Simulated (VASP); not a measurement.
Wanted: the native input for a VASP 6.6.1 run.

| Property | Result |
| --- | --- |
| Task | single point |
| Functional | PBEsol |
| Dispersion | D3(BJ) |
| Potentials or basis | VASP PAW PBE potentials, release 64 (Mg, B) |
| Cutoff | 520 eV |
| k mesh | 10 × 10 × 8 |
| Occupations | fermi-dirac, width 0.05 eV |
| Spin | no spin polarisation |
| Dipole correction | no |
| Further INCAR settings | ALGO = Normal; EDIFF = 1e-06; NBANDS = 11 |

The structure of MgB2 lies in POSCAR:

```
MgB2
1.0
    3.0850000000      0.0000000000      0.0000000000
   -1.5425000000      2.6716883707      0.0000000000
    0.0000000000      0.0000000000      3.5230000000
Mg B
1 2
Direct
    0.0000000000      0.0000000000      0.0000000000
    0.6666666667      0.3333333333      0.5000000000
    0.3333333333      0.6666666667      0.5000000000
```

These files were run (other wordings do the same):

INCAR

```
SYSTEM = MgB2
ALGO = Normal ; EDIFF = 1E-6
ENCUT = 520 ; GGA = PS
ISIF = 2 ; ISMEAR = -1
IVDW = 12 ; LASPH = .TRUE.
LCHARG = .TRUE. ; LELF = .TRUE.
LREAL = .FALSE. ; LVHAR = .TRUE.
LWAVE = .FALSE. ; NBANDS = 11
NELM = 100 ; PREC = Accurate
SIGMA = 0.05
```

KPOINTS

```
k-points
0
G
  10 10 8
  0 0 0
```

Potentials or basis: VASP PAW PBE potentials, release 64 (Mg, B).

Command:

```console
$ cat potpaw_PBE.64/Mg/POTCAR potpaw_PBE.64/B/POTCAR > POTCAR
$ mpirun -np 1 vasp_std > vasp.out
```

Results of the run:

- Pressure: -7.0 GPa
- Band gap on the k mesh: zero (band 4 reaches 6.33 eV, above the bottom of band 5 at 3.86 eV)
- Dispersion energy per atom: -0.235 eV

Caveat: the PAW data sets were made with another functional, which shifts forces and pressure a little; pairwise dispersion overbinds metals, which lowers pressure and volume.

Run time: 12 s on 1 thread of Intel Xeon 6975P-C, on a shared host, peak memory 0.17 GiB.
